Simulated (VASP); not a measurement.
# HoAuCl4 (P4/mmm) in VASP: notebook, part 2 of 2

VASP 6.6.1.

## Step 4: Relaxation of cell and atoms, PBE

Input file INCAR:

```
PREC = Accurate ; ENCUT = 500
EDIFF = 1E-7 ; ISMEAR = 0
SIGMA = 0.1 ; LREAL = F
LASPH = T ; NELM = 200
ALGO = Normal ; ISIF = 3
LWAVE = F ; LCHARG = F
GGA = PE ; IBRION = 2
NSW = 90 ; EDIFFG = -0.04
GGA_COMPAT = F ; NELMIN = 4
LMAXMIX = 6
```

Input file KPOINTS:

```
Automatic mesh
0
Gamma
  4 4 4
```

Input file POSCAR:

```
HoAuCl4
1.0
    4.2178820700      0.0000000000      0.0000000000
    0.0000000000      4.2178820700      0.0000000000
    0.0000000000      0.0000000000      7.2700992300
Ho Au Cl
1 1 4
Direct
    0.0000000000      0.0000000000      0.0000000000
    0.5000000000      0.5000000000      0.5000000000
    0.5000000000      0.0000000000      0.0000000000
    0.0000000000      0.5000000000      0.0000000000
    0.0000000000      0.0000000000      0.2770000100
    0.0000000000      0.0000000000      0.7229999900
```

The run is started by

```bash
$ cat potpaw_PBE.64/Ho_3/POTCAR potpaw_PBE.64/Au/POTCAR potpaw_PBE.64/Cl/POTCAR > POTCAR
$ mpirun -np 1 vasp_std > vasp.out
```

Run time: 5.9 min. Hardware: 1 thread of Intel Xeon 6975P-C (Granite Rapids), shared host; peak memory 0.26 GiB.

The run converged. Its results:

| Item | Value |
| --- | --- |
| Free energy | -21.0861 eV |
| Relaxed volume | 37.58 Å³/atom |
| Relaxed cell | a = 5.143 Å, b = 5.143 Å, c = 8.523 Å, α = 90.00°, β = 90.00°, γ = 90.00° |
| Space group after relaxing (to 0.1 Å) | P4/mmm (No. 123) |
| Energy gained by relaxing | 2395.0 meV/atom |
| Ionic steps | 15 |
| Pressure after relaxing | 0.0 GPa |
| Largest force after relaxing | 0.011 eV/Å |
| Band gap on the k mesh | 0.12 eV |

Forces on the atoms (eV/Å):
```
Ho   0.000  0.000  0.000
Au   0.000  0.000  0.000
Cl   0.000  0.000  0.000
Cl   0.000  0.000  0.000
Cl   0.000  0.000 -0.011
Cl   0.000  0.000  0.011
```

Stress tensor (GPa, compression positive):
```
-0.06  0.00  0.00
 0.00 -0.06  0.00
 0.00  0.00  0.07
```

The path:
| step | energy change (eV) | largest force (eV/Å) | pressure (GPa) | volume (Å³) |
| --- | --- | --- | --- | --- |
| 1 | 0.0000 | 15.6699 | 66.44 | 129.34 |
| 2 | -8.7508 | 0.4730 | -4.67 | 378.14 |
| 3 | -13.3756 | 2.0098 | 0.53 | 218.48 |
| 4 | -13.4077 | 1.9793 | 0.95 | 215.41 |
| 5 | -13.4516 | 1.8599 | 2.34 | 206.63 |
| 6 | -14.0664 | 1.4730 | -0.65 | 222.16 |
| 7 | -14.1532 | 1.0744 | -1.80 | 234.61 |
| 8 | -14.1584 | 1.1793 | -1.61 | 231.72 |
| 9 | -14.3093 | 0.3022 | -0.20 | 222.95 |
| 10 | -14.3105 | 0.1929 | -0.03 | 222.10 |
| 11 | -14.3477 | 0.1668 | 0.17 | 221.08 |
| 12 | -14.3588 | 0.1424 | 0.39 | 220.08 |
| 13 | -14.3663 | 0.1430 | 0.07 | 223.29 |
| 14 | -14.3677 | 0.1465 | -0.13 | 225.43 |
| 15 | -14.3701 | 0.0112 | -0.02 | 225.49 |

Final structure:
```
Ho Au Cl
1.0
     5.14349    0.00000    0.00000
     0.00000    5.14349    0.00000
     0.00000    0.00000    8.52343
Ho Au Cl
1 1 4
Direct
  0.00000 0.00000 0.00000
  0.50000 0.50000 0.50000
  0.50000 0.00000 0.00000
  0.00000 0.50000 0.00000
  0.00000 0.00000 0.30784
  0.00000 0.00000 0.69216
```

Levels at points of the mesh, in eV from the valence-band top:
| k point | band 21 | band 22 | band 23 | band 24 | band 25 | band 26 | band 27 | band 28 |
| --- | --- | --- | --- | --- | --- | --- | --- | --- |
| (0.00, 0.00, 0.00) | -0.61 | -0.60 | -0.60 | 0.00 | 0.12 | 4.01 | 4.90 | 4.90 |
| (0.50, 0.00, 0.00) | -0.65 | -0.45 | -0.18 | -0.06 | 0.87 | 4.96 | 5.20 | 5.60 |
| (0.50, 0.50, 0.00) | -0.32 | -0.21 | -0.11 | -0.11 | 0.47 | 5.91 | 6.06 | 6.36 |
| (0.00, 0.00, 0.50) | -0.86 | -0.86 | -0.32 | -0.32 | 0.35 | 4.01 | 4.77 | 4.77 |
| (0.50, 0.00, 0.50) | -0.69 | -0.65 | -0.60 | -0.36 | 0.87 | 4.86 | 5.44 | 5.61 |
| (0.50, 0.50, 0.50) | -0.49 | -0.40 | -0.40 | -0.32 | 0.45 | 5.65 | 5.65 | 6.26 |

Caveat: the volume moved by over 15 % at a fixed basis, so the end points are rough; spin-orbit coupling is left out, which moves the levels of the heavy elements; the 4f electrons are frozen in the core, so they carry no moment and show no levels. A k mesh can miss the band edges.

## Step 5: Single point, PBE, collinear spin

Input file INCAR:

```
PREC     = Accurate       # precision mode
ENCUT    = 500            # plane-wave cutoff, eV
EDIFF    = 1E-6           # SCF threshold, eV
ISMEAR   = 0              # smearing method
SIGMA    = 0.1            # smearing width, eV
LREAL    = F              # projectors in reciprocal space
LASPH    = T              # aspherical terms in the spheres
NELM     = 200            # most SCF steps
ALGO     = Normal         # electronic algorithm
ISIF     = 2              # what is computed and relaxed
LWAVE    = F              # write WAVECAR
LCHARG   = T              # write CHGCAR
ISPIN    = 2              # spin polarisation
MAGMOM   = 0 1 0 0 0 0    # initial moments
LORBIT   = 11             # projections on sites
LMAXMIX  = 6              # l up to which the mixer works
GGA      = PE             # functional
LELF     = T              # ELF
LVHAR    = T            
NBANDS   = 37             # bands
GGA_COMPAT= F
```

Input file KPOINTS:

```
regular mesh
0
Gamma
  4 4 4
```

POSCAR is that of step 4.

The run is started by

```bash
$ cat potpaw_PBE.64/Ho_3/POTCAR potpaw_PBE.64/Au/POTCAR potpaw_PBE.64/Cl/POTCAR > POTCAR
$ mpirun -np 1 vasp_std > vasp.out
```

Run time: 88 s. Hardware: 1 thread of Intel Xeon 6975P-C (Granite Rapids), shared host; peak memory 0.34 GiB.

The run converged. Its results:

```yaml
Free_energy: -6.7163 eV
Pressure: 66.4 GPa
Largest_force: 15.655 eV/Å
Net_moment: -0.15 μB per cell
Site_moments: Ho -0.07; Au -0.01; Cl -0.00, -0.05 (each value once) μB
Valence_electrons_inside_the_program's_atomic_spheres: Ho 13.74; Au 9.39; Cl 5.44, 5.24 (each value once)
```

Forces on the atoms (eV/Å):
```
Ho    0.000   0.000   0.000
Au    0.000   0.000   0.000
Cl    0.000   0.000   0.000
Cl    0.000   0.000   0.000
Cl    0.000   0.000  15.655
Cl    0.000   0.000 -15.655
```

Stress tensor (GPa, compression positive):
```
59.69  0.00  0.00
 0.00 59.69  0.00
 0.00  0.00 79.90
```

Levels at points of the mesh, in eV from the Fermi level:
Spin up:
| k point | band 20 | band 21 | band 22 | band 23 | band 24 | band 25 | band 26 | band 27 | band 28 | band 29 |
| --- | --- | --- | --- | --- | --- | --- | --- | --- | --- | --- |
| (0.00, 0.00, 0.00) | -1.89 | -1.89 | -0.67 | -0.07 | -0.07 | -0.01 | 1.80 | 4.43 | 4.43 | 5.25 |
| (0.50, 0.00, 0.00) | -1.91 | -1.68 | -1.36 | -0.20 | 0.06 | 0.63 | 4.34 | 4.52 | 5.61 | 6.30 |
| (0.50, 0.50, 0.00) | -1.86 | -0.97 | -0.97 | -0.95 | -0.08 | 0.11 | 3.99 | 5.07 | 5.07 | 7.31 |
| (0.00, 0.00, 0.50) | -1.77 | -1.70 | -1.70 | -0.05 | -0.05 | 0.41 | 1.80 | 3.80 | 3.80 | 3.98 |
| (0.50, 0.00, 0.50) | -1.97 | -1.93 | -1.75 | -1.66 | -0.20 | 0.63 | 4.28 | 4.92 | 6.33 | 6.37 |
| (0.50, 0.50, 0.50) | -1.65 | -1.61 | -1.61 | -0.95 | -0.92 | -0.03 | 4.38 | 4.38 | 5.43 | 6.71 |
Spin down:
| k point | band 22 | band 23 | band 24 | band 25 | band 26 | band 27 |
| --- | --- | --- | --- | --- | --- | --- |
| (0.00, 0.00, 0.00) | -0.69 | -0.14 | -0.08 | -0.08 | 1.80 | 4.41 |
| (0.50, 0.00, 0.00) | -1.38 | -0.20 | -0.07 | 0.61 | 4.33 | 4.51 |
| (0.50, 0.50, 0.00) | -0.98 | -0.95 | -0.21 | 0.11 | 3.99 | 5.06 |
| (0.00, 0.00, 0.50) | -1.71 | -0.06 | -0.06 | 0.35 | 1.80 | 3.78 |
| (0.50, 0.00, 0.50) | -1.76 | -1.75 | -0.21 | 0.62 | 4.27 | 4.90 |
| (0.50, 0.50, 0.50) | -1.62 | -1.00 | -0.95 | -0.03 | 4.37 | 4.37 |

Caveat: the k points lie up to 0.37 Å⁻¹ apart; the magnetic or orbital state may not be the lowest; spin-orbit coupling is left out, which moves the levels of the heavy elements; the 4f electrons are frozen in the core, so they carry no moment and show no levels; forces of over 1 eV/Å act on the atoms, so gaps and moduli don't describe the material at rest. With open d or f shells a metallic result of PBE can be an artefact of self-interaction; +U or a hybrid may open a gap.

## Step 6: Single point, PBE

This run uses another cell than the first one, of 37.66 Å³/atom.

Input file INCAR:

```
SYSTEM = HoAuCl4
  PREC = Accurate
  ENCUT = 500
  EDIFF = 1E-6
  ISMEAR = 0
  SIGMA = 0.01
  LREAL = .False.
  LASPH = .True.
  NELM = 200
  ALGO = Normal
  ISIF = 2
  LWAVE = .False.
  LCHARG = .False.
  GGA = PE
  NBANDS = 33
  GGA_COMPAT = .False.
  LMAXMIX = 6
```

Input file KPOINTS:

```
regular mesh
0
Gamma
  8 8 4
  0 0 0
```

Input file POSCAR:

```
HoAuCl4
1.0
    5.1401090329      0.0000000000      0.0000000000
    0.0000000000      5.1401090329      0.0000000000
    0.0000000000      0.0000000000      8.5512953089
Ho Au Cl
1 1 4
Direct
    0.0000000000      0.0000000000      0.0000000000
    0.5000000000      0.5000000000      0.5000000000
    0.5000000000      0.0000000000      0.0000000000
    0.0000000000      0.5000000000      0.0000000000
    0.0000000000      0.0000000000      0.3069565596
    0.0000000000      0.0000000000      0.6930434404
```

Potentials or basis: VASP PAW PBE potentials, release 64 (Ho_3, Au, Cl), 4f in core.

The run is started by

```bash
$ cat potpaw_PBE.64/Ho_3/POTCAR potpaw_PBE.64/Au/POTCAR potpaw_PBE.64/Cl/POTCAR > POTCAR
$ mpirun -np 1 vasp_std > vasp.out
```

Run time: 2.4 min. Hardware: 1 thread of Intel Xeon 6975P-C (Granite Rapids), shared host; peak memory 0.51 GiB.

It converged, with:

```
Free energy            : -21.1357 eV
Pressure               : 0.0 GPa
Largest force          : 0.006 eV/Å
Band gap on the k mesh : 0.12 eV (least direct gap 0.13 eV)
```

Forces in eV/Å, atoms in the order of the input:
```
Ho   0.000  0.000  0.000
Au   0.000  0.000  0.000
Cl   0.000  0.000  0.000
Cl   0.000  0.000  0.000
Cl   0.000  0.000  0.006
Cl   0.000  0.000 -0.006
```

Levels at points of the mesh, in eV from the valence-band top:
| k point | band 20 | band 21 | band 22 | band 23 | band 24 | band 25 | band 26 | band 27 | band 28 | band 29 |
| --- | --- | --- | --- | --- | --- | --- | --- | --- | --- | --- |
| (0.00, 0.00, 0.00) | -0.60 | -0.60 | -0.59 | -0.59 | -0.01 | 0.12 | 4.03 | 4.92 | 4.92 | 5.75 |
| (0.50, 0.00, 0.00) | -1.03 | -0.64 | -0.43 | -0.17 | -0.07 | 0.86 | 4.97 | 5.21 | 5.62 | 6.27 |
| (0.50, 0.50, 0.00) | -0.89 | -0.31 | -0.22 | -0.10 | -0.10 | 0.47 | 5.92 | 6.05 | 6.05 | 6.38 |
| (0.00, 0.00, 0.50) | -0.87 | -0.85 | -0.85 | -0.31 | -0.31 | 0.35 | 4.03 | 4.78 | 4.78 | 5.13 |
| (0.50, 0.00, 0.50) | -0.93 | -0.68 | -0.64 | -0.59 | -0.35 | 0.87 | 4.88 | 5.44 | 5.63 | 6.22 |
| (0.50, 0.50, 0.50) | -0.48 | -0.48 | -0.39 | -0.39 | -0.31 | 0.45 | 5.65 | 5.65 | 6.27 | 6.78 |

Caveat: spin-orbit coupling is left out, which moves the levels of the heavy elements; the 4f electrons are frozen in the core, so they carry no moment and show no levels. A k mesh can miss the band edges.

## Step 7: Summary

```tsv
task	spin	cell	k mesh	smearing	gap on the mesh (eV)	pressure (GPa)	largest force (eV/Å)
single point	off	a = 4.218, b = 4.218, c = 7.270 Å, 6 atoms, atomic positions A	4 × 4 × 4	gaussian 0.1 eV	none	66.5	15.67
single point	off	a = 5.140, b = 5.140, c = 8.551 Å, 6 atoms, atomic positions B	4 × 4 × 4	gaussian 0.1 eV	0.14	0.0	0.01
relaxation of cell and atoms	off	relaxed from a = 4.218, b = 4.218, c = 7.270 Å, 6 atoms, atomic positions A	4 × 4 × 4	gaussian 0.1 eV	0.12	0.0	0.01
single point	collinear	a = 4.218, b = 4.218, c = 7.270 Å, 6 atoms, atomic positions A	4 × 4 × 4	gaussian 0.1 eV	none	66.4	15.65
single point	off	a = 5.140, b = 5.140, c = 8.551 Å, 6 atoms, atomic positions B	8 × 8 × 4	gaussian 0.01 eV	0.12	0.0	0.01
```

Alike in all rows: level PBE; potentials or basis VASP PAW PBE potentials, release 64 (Ho_3, Au, Cl), 4f in core; cutoff (eV) 500.

Caveats: some runs use coarse meshes; spin-orbit coupling is left out, which moves the levels of the heavy elements; the 4f electrons are frozen in the core, so they carry no moment and show no levels; forces of over 1 eV/Å act on the atoms, so gaps and moduli don't describe the material at rest (at least some runs); the volume moved by over 15 % at a fixed basis, so the end points are rough (at least some runs); the magnetic or orbital state may not be the lowest (at least some runs).

Total energies depend on the potentials used, so only differences within one code and one set of settings carry meaning.
